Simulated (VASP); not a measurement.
Input of a VASP 6.6.1 run:

The input INCAR:

```
  PREC = Accurate
  ENCUT = 600
  EDIFF = 1E-7
  ISMEAR = 0
  SIGMA = 0.02
  LREAL = F
  LASPH = T
  NELM = 60
  ALGO = Normal
  ISIF = 3
  LWAVE = F
  LCHARG = F
  GGA = PE
  IBRION = 2
  NSW = 100
  EDIFFG = -0.01
```

File KPOINTS:

```
Automatic mesh
0
Gamma
  8 8 8
```

The input POSCAR:

```
PbF2
1.0
    0.0000000000      2.9579484500      2.9579484500
    2.9579484500      0.0000000000      2.9579484500
    2.9579484500      2.9579484500      0.0000000000
Pb F
1 2
Direct
    0.0000000000      0.0000000000      0.0000000000
    0.7500000000      0.7500000000      0.7500000000
    0.2500000000      0.2500000000      0.2500000000
```

Potentials or basis: VASP PAW PBE potentials, release 64 (Pb_d, F).

Run with:

```bash
$ cat potpaw_PBE.64/Pb_d/POTCAR potpaw_PBE.64/F/POTCAR > POTCAR
$ mpirun -np 1 vasp_std > vasp.out
```

Problem. What does it give for the relaxed volume?

Solution. 17.95 Å³/atom.

Problem. Estimate the band gap on the k mesh.

Solution. 4.42 eV (least direct gap 4.56 eV).

Problem. Estimate the space group after relaxing (to 0.1 Å).

Solution. Fm-3m (No. 225).

Problem. What does it give for the relaxed cell?

Solution. a = 4.239 Å, b = 4.239 Å, c = 4.239 Å, α = 60.00°, β = 60.00°, γ = 60.00°.

Final structure:
```
Pb F
1.0
     0.00000    2.99715    2.99715
     2.99715    0.00000    2.99715
     2.99715    2.99715    0.00000
Pb F
1 2
Cartesian
  0.0000 0.0000 0.0000
  4.4957 4.4957 4.4957
  1.4986 1.4986 1.4986
```

Caveat: spin-orbit coupling is left out, which moves the levels of the heavy elements. A k mesh can miss the band edges.
